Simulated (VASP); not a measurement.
Runs of VASP 6.6.1 on BaTe. The structure is that of space group Fm-3m (No. 225), or close to it. The cells are those of the table. 

```csv
task,level,potentials or basis,cell,gap on the mesh (eV),pressure (GPa)
single point,PBE,"VASP PAW PBE potentials, release 64 (Ba_sv, Te)","a = 4.782 Å, angles 60.0°, 2 atoms",1.26,5.5
single point,PBE,"VASP PAW PBE potentials, release 64 (Ba_sv, Te)","a = 4.862 Å, angles 60.0°, 2 atoms",1.39,3.2
electric field gradients,PBE,"VASP PAW PBE potentials, release 64 (Ba_sv, Te)","a = 4.822 Å, angles 60.0°, 2 atoms",1.33,(a)
electric field gradients,LDA,"VASP PAW LDA potentials, release 64 (Ba_sv, Te)","a = 4.822 Å, angles 60.0°, 2 atoms",1.21,1.2
single point,PBE,"VASP PAW PBE potentials, release 64 (Ba_sv, Te)","a = 4.902 Å, angles 60.0°, 2 atoms",(b),2.2
electric field gradients,PBE,"VASP PAW PBE potentials, release 64 (Ba_sv, Te)","a = 4.741 Å, angles 60.0°, 2 atoms",1.18,6.8
electric field gradients,PBE,"VASP PAW PBE potentials, release 64 (Ba_sv, Te)","a = 4.782 Å, angles 60.0°, 2 atoms",1.26,5.5
```

Alike in all rows: no spin polarisation; k mesh 10 × 10 × 10; cutoff (eV) 520; smearing fermi-dirac 0.05 eV.

Estimate the missing entries.

(a) 4.2; (b) 1.45.

Caveats: spin-orbit coupling is left out, which moves the levels of the heavy elements.

A k mesh can miss the band edges, and the runs leave out spin-orbit coupling on Ba, Te.
